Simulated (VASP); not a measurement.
CaO:

```
CELL_PARAMETERS angstrom
0.00000 2.39755 2.39755
2.39755 0.00000 2.39755
2.39755 2.39755 0.00000
ATOMIC_POSITIONS crystal
Ca 0.00000 0.00000 0.00000
O 0.50000 0.50000 0.50000
```

Base run:

```yaml
Program: VASP 6.6.1
Functional: r2SCAN
Potentials_or_basis: VASP PAW PBE potentials, release 64 (Ca_sv, O)
Cutoff: 520 eV
k_mesh: 6 × 6 × 6
Occupations: gaussian, width 0.01 eV
Spin: no spin polarisation
```

Its results: band gap on the k mesh 4.19 eV (least direct gap 4.56 eV); pressure 1.0 GPa.

Question: The run is repeated on the same cell with these changes: k mesh from 6 × 6 × 6, through Γ to 6 × 6 × 6, shifted; further incar settings from ALGO = Normal; EDIFF = 1e-06; NBANDS = 15; ISYM = 0 to ALGO = Normal; EDIFF = 1e-07; NBANDS = 15; ISYM = 0. What comes out?

Answer: Band gap on the k mesh 4.52 eV (least direct gap 4.85 eV); pressure 1.1 GPa.

Caveats: the PAW data sets were made with another functional, which shifts forces and pressure a little; a shifted mesh leaves out Γ, where band edges can lie (at least some runs).

A k mesh can miss the band edges.
